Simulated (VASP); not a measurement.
# WSe2 in VASP: notebook

WSe2 is run at these levels: PBE+D3(BJ); tasks: single point.

All numbers are computed with VASP 6.6.1; they aren't measurements. Logs are shortened: lines on timing, memory, paths and dates and some standing lists are left out, and cuts for length are marked.

## (1) The cell of the first run

The cell holds a slab with vacuum, 6 atoms: a = 3.285 Å, b = 3.285 Å, c = 24.239 Å, α = 90.00°, β = 90.00°, γ = 120.00°.

## (2) Single point, PBE+D3(BJ) (layers slid over each other)

INCAR reads:

```
SYSTEM = WSe2
PREC     = Accurate       ! precision mode
ENCUT    = 520            ! plane-wave cutoff, eV
EDIFF    = 1E-6           ! SCF threshold, eV
ISMEAR   = 0              ! smearing method
SIGMA    = 0.05           ! smearing width, eV
LREAL    = .False.        ! projectors in reciprocal space
LASPH    = .True.         ! aspherical terms in the spheres
NELM     = 100            ! most SCF steps
ALGO     = Normal         ! electronic algorithm
ISIF     = 2              ! what is computed and relaxed
LWAVE    = .False.        ! write WAVECAR
LCHARG   = .False.        ! write CHGCAR
LDIPOL   = .True.       
IDIPOL   = 3            
DIPOL    = 0.5 0.5 0.389
GGA      = PE             ! functional
IVDW     = 12             ! dispersion correction
NBANDS   = 35             ! bands
```

KPOINTS reads:

```
regular mesh
0
Gamma
  9 9 1
  0 0 0
```

POSCAR reads:

```
WSe2
1.0
    3.2854927591      0.0000000000      0.0000000000
   -1.6427463796      2.8453201933      0.0000000000
    0.0000000000      0.0000000000     24.2386469112
Se W
4 2
Direct
    0.3333333333      0.6666666667      0.1856539277
    0.3333333333      0.6666666667      0.3246601794
    0.3333333333      1.1666666667      0.4529676717
    0.3333333333      1.1666666667      0.5919739235
    0.6666666667      0.3333333333      0.2551570535
    0.0000000000      1.5000000000      0.5224707976
```

Potentials or basis: VASP PAW PBE potentials, release 64 (Se, W_sv).

Launch:

```
cat potpaw_PBE.64/Se/POTCAR potpaw_PBE.64/W_sv/POTCAR > POTCAR
mpirun -np 1 vasp_std > vasp.out
```

OUTCAR:

```text
SYSTEM = WSe2
   PREC = Accurate
   ENCUT = 520
   EDIFF = 1E-6
   ISMEAR = 0
   LREAL = .False.
   LASPH = .True.
   NELM = 100
   ISIF = 2
   GGA = PE
   IVDW = 12
 IVDW          = 12

 ion  position               nearest neighbor table
   1  0.333  0.667  0.186-   5 2.54   5 2.54   5 2.54
   2  0.333  0.667  0.325-   5 2.54   5 2.54   5 2.54
   3  0.333  0.167  0.453-   6 2.54   6 2.54   6 2.54
   4  0.333  0.167  0.592-   6 2.54   6 2.54   6 2.54
   5  0.667  0.333  0.255-   1 2.54   1 2.54   1 2.54   2 2.54   2 2.54   2 2.54
   6  0.000  0.500  0.522-   3 2.54   4 2.54   3 2.54   4 2.54   3 2.54   4 2.54

  LATTYP: Found a hexagonal cell.
 ALAT       =     3.2854927591
 C/A-ratio  =     7.3774768926

  Lattice vectors:

 A1 = (   3.2854927591,   0.0000000000,   0.0000000000)
 A2 = (  -1.6427463796,   2.8453201933,   0.0000000000)
 A3 = (   0.0000000000,   0.0000000000,  24.2386469112)

Analysis of symmetry for initial positions (statically):
=====================================================================
 Subroutine PRICEL returns:
 Original cell was already a primitive cell.

 Routine SETGRP: Setting up the symmetry group for a
 hexagonal supercell.

 Subroutine GETGRP returns: Found  4 space group operations
 (whereof  2 operations were pure point group operations)
 out of a pool of 24 trial point group operations.

The static configuration has the point symmetry C_1h.
 The point group associated with its full space group is C_2h.

Analysis of symmetry for dynamics (positions and initial velocities):
=====================================================================
 Subroutine PRICEL returns:
 Original cell was already a primitive cell.

 Routine SETGRP: Setting up the symmetry group for a
 hexagonal supercell.

 Subroutine GETGRP returns: Found  4 space group operations
 (whereof  2 operations were pure point group operations)
 out of a pool of 24 trial point group operations.

The dynamic configuration has the point symmetry C_1h.
 The point group associated with its full space group is C_2h.

 Subroutine INISYM returns: Found  4 space group operations
 (whereof  2 operations are pure point group operations),
 and found     1 'primitive' translations

----------------------------------------------------------------------------------------

                                     Primitive cell

  volume of cell :     226.5896

  direct lattice vectors                    reciprocal lattice vectors
     3.285492759  0.000000000  0.000000000     0.304368347  0.175727147  0.000000000
    -1.642746380  2.845320193  0.000000000     0.000000000  0.351454294  0.000000000
     0.000000000  0.000000000 24.238646911     0.000000000  0.000000000  0.041256428

  length of vectors
     3.285492759  3.285492759 24.238646911     0.351454294  0.351454294  0.041256428

  position of ions in fractional coordinates (direct lattice)
     0.333333333  0.666666667  0.185653928
     0.333333333  0.666666667  0.324660179
     0.333333333  0.166666667  0.452967672
     0.333333333  0.166666667  0.591973923
     0.666666667  0.333333333  0.255157053
     0.000000000  0.500000000  0.522470798

  ion indices of the primitive-cell ions
   primitive index   ion index
                 1           1
                 2           2
                 3           3
                 4           4
                 5           5
                 6           6

----------------------------------------------------------------------------------------

 KPOINTS: regular mesh

Automatic generation of k-mesh.
 Grid dimensions read from file:
 generate k-points for:    9    9    1

 Generating k-lattice:

  Cartesian coordinates                     Fractional coordinates (reciprocal lattice)
     0.033818705  0.019525239  0.000000000     0.111111111  0.000000000  0.000000000
     0.000000000  0.039050477  0.000000000     0.000000000  0.111111111  0.000000000
     0.000000000  0.000000000  0.041256428     0.000000000  0.000000000  1.000000000

  Length of vectors
     0.039050477  0.039050477  0.041256428

  Shift w.r.t. Gamma in fractional coordinates (k-lattice)
     0.000000000  0.000000000  0.000000000

 Subroutine IBZKPT returns following result:
 ===========================================

 Found     25 irreducible k-points:

 Following reciprocal coordinates:
            Coordinates               Weight
  0.000000  0.000000  0.000000      1.000000
  0.111111  0.000000  0.000000      2.000000
  0.000000  0.111111  0.000000      4.000000
  0.222222  0.000000  0.000000      2.000000
  0.000000  0.222222  0.000000      4.000000
  0.333333  0.000000  0.000000      2.000000
[... 16 lines left out ...]
 -0.222222 -0.444444  0.000000      4.000000
  0.444444  0.333333  0.000000      4.000000
   k-points           NKPTS =     25   k-points in BZ     NKDIM =     25   number of bands    NBANDS=     35
   number of dos      NEDOS =    301   number of ions     NIONS =      6
   total plane-waves  NPLWV = 103680
   dimension x,y,z NGX =    24 NGY =   24 NGZ =  180
   dimension x,y,z NGXF=    48 NGYF=   48 NGZF=  360
   ions per type =               4   2
   NGX,Y,Z   is equivalent  to a cutoff of  12.14, 12.14, 12.35 a.u.
   NGXF,Y,Z  is equivalent  to a cutoff of  24.29, 24.29, 24.69 a.u.
 SYSTEM =  WSe2
   PREC   = accura    normal or accurate (medium, high low for compatibility)
   ISTART =      0    job   : 0-new  1-cont  2-samecut
   ICHARG =      2    charge: 1-file 2-atom 10-const
   ISPIN  =      1    spin polarized calculation?
   LNONCOLLINEAR =      F non collinear calculations
   LSORBIT =      F    spin-orbit coupling
   LASPH  =      T    aspherical Exc in radial PAW
   ENCUT  =  520.0 eV  38.22 Ry    6.18 a.u.   6.11  6.11 45.07*2*pi/ulx,y,z
   NELM   =    100;   NELMIN=  2; NELMDL= -5     # of ELM steps
   EDIFF  = 0.1E-05   stopping-criterion for ELM
   LREAL  =      F    real-space projection
   EDIFFG = 0.1E-04   stopping-criterion for IOM
   NSW    =      0    number of steps for IOM
   IBRION =     -1    ionic relax: 0-MD 1-quasi-New 2-CG
   NFREE  =      0    steps in history (QN), initial steepest desc. (CG)
   ISIF   =      2    stress and relaxation
   ISYM   =      2    0-nonsym 1-usesym 2-fastsym
   POTIM  = 0.5000    time-step for ionic-motion
   TEBEG  =    0.0;   TEEND  =   0.0 temperature during run
   PSTRESS=    0.0 pullay stress
   NELECT =      52.0000    total number of electrons
   NUPDOWN=      -1.0000    fix difference up-down
   EMIN   =  10.00;   EMAX   =-10.00  energy-range for DOS
   EFERMI =   0.00;   METHOD = LEGACY
   ISMEAR =     0;   SIGMA  =   0.05  broadening in eV -4-tet -1-fermi 0-gaus
   EFERMI_NEDOS =   21; number of points for ismear=-14 and -15
   IALGO  =     38    algorithm
   IMIX   =      4    mixing-type and parameters
     AMIX     =   0.40;   BMIX     =  1.00
     AMIX_MAG =   1.60;   BMIX_MAG =  1.00
  volume/ion in A,a.u.               =      37.76       254.85
  Fermi-wavevector in a.u.,A,eV,Ry     =   1.002296  1.894065 13.668372  1.004597
  Thomas-Fermi vector in A             =   2.134774
   LORBIT       =      0    0 simple, 1 ext, 2 COOP (PROOUT), +10 PAW based schemes
   GGA     = PE    functional components
   LHFCALC =     F    Hartree Fock is set to
   AEXX    =    0.0000 exact exchange contribution
   IVDW    =    12    specifies the selected vdW correction
   LEPSILON=     F    determine dielectric tensor
   LRPA    =     F    only Hartree local field effects (RPA)
 non-spin polarized calculation
 Gauss-broadening in eV      SIGMA  =   0.05
  energy-cutoff  :      520.00
  volume of cell :      226.59
 maximum number of plane-waves:      6144
   NGX = 13   NGY = 13   NGZ = 91

 dipolmoment           0.000000      0.000000     -0.000006 electrons x Angstroem

 number of electron      51.9999987 magnetization

 dipolmoment           0.000000      0.000000      0.000000 electrons x Angstroem

 Free energy of the ion-electron system (eV)
  ---------------------------------------------------
  ext. energy  EPLUGINS =         0.00000000
  ---------------------------------------------------
  free energy    TOTEN  =       -43.14022817 eV

  energy without entropy =      -43.14022817  energy(sigma->0) =      -43.14022817

 E-fermi :   1.2854     XC(G=0):  -6.2056

 val. band max:        0.9776117261   @ k =   0.0000   0.0000   0.0000
 cond. band min:       2.3590053438   @ k =   0.2222   0.1111   0.0000
 fundamental gap:      1.3813936177
 Fermi energy:         1.2853768468

 k-point     1 :       0.0000    0.0000    0.0000
  band No.  band energies     occupation
      1     -73.1778      2.00000
      2     -73.1778      2.00000
      3     -37.4249      2.00000
      4     -37.4249      2.00000
      5     -37.2897      2.00000
      6     -37.2896      2.00000
[... 27 lines left out ...]
     34       4.1029      0.00000
     35       5.2135      0.00000

 k-point     2 :       0.1111    0.0000    0.0000
  band No.  band energies     occupation
      1     -73.1766      2.00000
      2     -73.1766      2.00000
      3     -37.4196      2.00000
      4     -37.4196      2.00000
      5     -37.3174      2.00000
      6     -37.3174      2.00000
[... 27 lines left out ...]
     34       4.2252      0.00000
     35       5.6174      0.00000

 k-point     3 :       0.0000    0.1111    0.0000
  band No.  band energies     occupation
      1     -73.1766      2.00000
      2     -73.1766      2.00000
      3     -37.4196      2.00000
      4     -37.4196      2.00000
      5     -37.3172      2.00000
      6     -37.3172      2.00000
[... 27 lines left out ...]
     34       4.1438      0.00000
     35       5.6232      0.00000
[... 723 lines left out ...]
 k-point    23 :      -0.2222   -0.4444    0.0000
  band No.  band energies     occupation
      1     -73.1667      2.00000
      2     -73.1667      2.00000
      3     -37.4879      2.00000
      4     -37.4879      2.00000
      5     -37.3998      2.00000
      6     -37.3998      2.00000
[... 27 lines left out ...]
     34       5.5627      0.00000
     35       6.3721      0.00000

 k-point    24 :       0.4444    0.3333    0.0000
  band No.  band energies     occupation
      1     -73.1667      2.00000
      2     -73.1667      2.00000
      3     -37.4880      2.00000
      4     -37.4880      2.00000
      5     -37.3997      2.00000
      6     -37.3997      2.00000
[... 27 lines left out ...]
     34       5.6757      0.00000
     35       6.3000      0.00000

 [... further k-points ...]

------------------------ aborting loop because EDIFF is reached ----------------------------------------

 vacuum level on the upper side and lower side of the slab       (xc-potential included)        -0.143        -0.144

 Edisp (eV)   -2.40268

 E8    (eV) :    -1.1045

  FORCE on cell =-STRESS in cart. coord.  units (eV):
  Direction    XX          YY          ZZ          XY          YZ          ZX
  --------------------------------------------------------------------------------------
  -------------------------------------------------------------------------------------
  Total       0.01234     0.14274     0.24873    -0.11293     0.05736     0.09935
  in kB       0.08726     1.00932     1.75871    -0.79852     0.40559     0.70251
  external pressure =        0.95 kB  Pullay stress =        0.00 kB

 VOLUME and BASIS-vectors are now :
 -----------------------------------------------------------------------------
  energy-cutoff  :      520.00
  volume of cell :      226.59
      direct lattice vectors                 reciprocal lattice vectors
     3.285492759  0.000000000  0.000000000     0.304368347  0.175727147  0.000000000
    -1.642746380  2.845320193  0.000000000     0.000000000  0.351454294  0.000000000
     0.000000000  0.000000000 24.238646911     0.000000000  0.000000000  0.041256428

 POSITION                                       TOTAL-FORCE (eV/Angst)
 -----------------------------------------------------------------------------------
     -0.00000      1.89688      4.50000         0.006263      0.003616     -0.038728
     -0.00000      1.89688      7.86932        -0.010111     -0.005838     -0.025502
      0.82137      0.47422     10.97932         0.010111      0.005838      0.025502
      0.82137      0.47422     14.34865        -0.006263     -0.003616      0.038728
      1.64275      0.94844      6.18466        -0.020121     -0.011617      0.025212
     -0.82137      1.42266     12.66399         0.020121      0.011617     -0.025212
 -----------------------------------------------------------------------------------
    total drift:                                0.000000      0.000000      0.000011

  FREE ENERGIE OF THE ION-ELECTRON SYSTEM (eV)
  ---------------------------------------------------
  free  energy   TOTEN  =       -45.5429080380 eV

  energy  without entropy=      -45.5429080380  energy(sigma->0) =      -45.54290804

 vacuum level on the upper side and lower side of the slab         5.806         5.806
```

Run time: 2.4 min. Hardware: 1 thread of AMD EPYC 9R45 (Zen 5), shared host; peak memory 0.39 GiB.

What came out:

* Free energy: -45.5429 eV
* Largest force: 0.039 eV/Å
* Band gap on the k mesh: 1.38 eV (least direct gap 1.63 eV)
* Dispersion energy per atom: -0.400 eV

Forces in eV/Å, atoms in the order of the input:
```
Se   0.006  0.004 -0.039
Se  -0.010 -0.006 -0.026
Se   0.010  0.006  0.026
Se  -0.006 -0.004  0.039
W   -0.020 -0.012  0.025
W    0.020  0.012 -0.025
```

Caveat: the cell differs from its parent crystal (layers slid over each other); spin-orbit coupling is left out, which moves the levels of the heavy elements.

## (3) Single point, PBE+D3(BJ) (layers slid over each other)

INCAR reads:

```
ALGO = Normal ; DIPOL = 0.5 0.5 0.389
EDIFF = 1E-6 ; ENCUT = 520
GGA = PE ; IDIPOL = 3
ISIF = 2 ; ISMEAR = 0
IVDW = 12 ; LASPH = True
LCHARG = False ; LDIPOL = True
LREAL = False ; LWAVE = False
NBANDS = 35 ; NELM = 80
PREC = Accurate ; SIGMA = 0.05
```

KPOINTS reads:

```
k-points
0
Gamma
  9 9 1
```

POSCAR reads:

```
WSe2
1.0
    3.2854927591      0.0000000000      0.0000000000
   -1.6427463796      2.8453201933      0.0000000000
    0.0000000000      0.0000000000     24.2386469112
Se W
4 2
Direct
    0.3333333333      0.6666666667      0.1856539277
    0.3333333333      0.6666666667      0.3246601794
    0.5000000000      1.0000000000      0.4529676717
    0.5000000000      1.0000000000      0.5919739235
    0.6666666667      0.3333333333      0.2551570535
    0.1666666667      1.3333333333      0.5224707976
```

Potentials or basis: VASP PAW PBE potentials, release 64 (Se, W_sv).

Launch:

```
cat potpaw_PBE.64/Se/POTCAR potpaw_PBE.64/W_sv/POTCAR > POTCAR
mpirun -np 1 vasp_std > vasp.out
```

Run time: 2.4 min. Hardware: 1 thread of AMD EPYC 9R45 (Zen 5), shared host; peak memory 0.39 GiB.

It converged, with:

```yaml
Free_energy: -45.4849 eV
Largest_force: 0.207 eV/Å
Band_gap_on_the_k_mesh: 1.34 eV (least direct gap 1.63 eV)
Dispersion_energy_per_atom: -0.400 eV
```

Forces in eV/Å, atoms in the order of the input:
```
Se   0.000  0.007 -0.038
Se   0.000 -0.125 -0.165
Se   0.000  0.125  0.165
Se   0.000 -0.007  0.038
W    0.000 -0.062 -0.014
W    0.000  0.062  0.014
```

Levels at points of the mesh, in eV from the valence-band top:
| k point | band 24 | band 25 | band 26 | band 27 | band 28 | band 29 |
| --- | --- | --- | --- | --- | --- | --- |
| (0.00, 0.00, 0.00) | -1.33 | -0.77 | 0.00 | 2.74 | 2.79 | 2.83 |

Caveat: the cell differs from its parent crystal (layers slid over each other); spin-orbit coupling is left out, which moves the levels of the heavy elements.

(Continued in part 2 of 2.)
